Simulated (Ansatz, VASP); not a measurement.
Re in VASP and in Ansatz

```
Re
1.0
     0.00000    1.90698    1.90698
     1.90698    0.00000    1.90698
     1.90698    1.90698    0.00000
Re
1
Direct
  0.00000 0.00000 0.00000
```

Alike in both runs: task single point; functional r2SCAN; k mesh 18 × 18 × 18; occupations gaussian, width 0.1 eV; no spin polarisation.

|  | VASP | Ansatz |
| --- | --- | --- |
| version | VASP 6.6.1 | Ansatz 0.2.0 |
| potentials or method | VASP PAW PBE potentials, release 64 (Re), cutoff 520 eV | scalar-relativistic, plane waves, PAW |
| valence electrons in the cell | 7 | 15 |

|  | VASP | Ansatz | Ansatz less VASP |
| --- | --- | --- | --- |
| gap on the k mesh at the Fermi level (eV) | none | none | - |
| pressure (GPa) | 27.9 | 27.4 | -0.50 |

VASP's potentials were made for PBE, not for r2SCAN. A gap of «none» marks a metal or a gap that the smearing closes. VASP's potentials hold 7 valence electrons a cell and Ansatz's 15, so a difference there can come from the potentials and not from the codes.

Spin-orbit coupling is off throughout.
